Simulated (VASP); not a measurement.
Input of a VASP 6.6.1 run:

INCAR

```
SYSTEM = Al2Cu
PREC     = Accurate       ! precision mode
ENCUT    = 520            ! plane-wave cutoff, eV
EDIFF    = 1E-7           ! SCF threshold, eV
ISMEAR   = 0              ! smearing method
SIGMA    = 0.15           ! smearing width, eV
LREAL    = .FALSE.        ! projectors in reciprocal space
LASPH    = .TRUE.         ! aspherical terms in the spheres
NELM     = 60             ! most SCF steps
ALGO     = Fast           ! electronic algorithm
ISIF     = 2              ! what is computed and relaxed
LWAVE    = .FALSE.        ! write WAVECAR
LCHARG   = .TRUE.         ! write CHGCAR
GGA      = PS             ! functional
LELF     = .TRUE.         ! ELF
LVHAR    = .TRUE.       
NBANDS   = 26             ! bands
```

The input KPOINTS:

```
regular mesh
0
G
  10 10 10
  0 0 0
```

File POSCAR:

```
Al2Cu
1.0
   -2.9965086402      2.9965086402      2.3896500000
    2.9965086402     -2.9965086402      2.3896500000
    2.9965086402      2.9965086402     -2.3896500000
Al Cu
4 2
Direct
    0.1593210787      0.6593210787      0.8186421574
    0.6593210787      0.8406789213      0.5000000000
    0.8406789213      0.3406789213      0.1813578426
    0.3406789213      0.1593210787      0.5000000000
    0.7500000000      0.7500000000      0.0000000000
    0.2500000000      0.2500000000      0.0000000000
```

Potentials or basis: VASP PAW PBE potentials, release 64 (Al, Cu).

The run is started by

```console
$ cat potpaw_PBE.64/Al/POTCAR potpaw_PBE.64/Cu/POTCAR > POTCAR
$ mpirun -np 1 vasp_std > vasp.out
```

Question: Predict the band gap on the k mesh.

Answer: Zero (bands 17 and 18 overlap by 4.55 eV).

Question: Estimate the pressure.

Answer: 1.4 GPa.

Question: What does it give for the largest force?

Answer: 0.041 eV/Å.

Forces in eV/Å, atoms in the order of the input:
```
Al  -0.029 -0.029  0.000
Al   0.029 -0.029  0.000
Al   0.029  0.029  0.000
Al  -0.029  0.029  0.000
Cu   0.000  0.000  0.000
Cu   0.000  0.000  0.000
```

Caveat: the PAW data sets were made with another functional, which shifts forces and pressure a little.
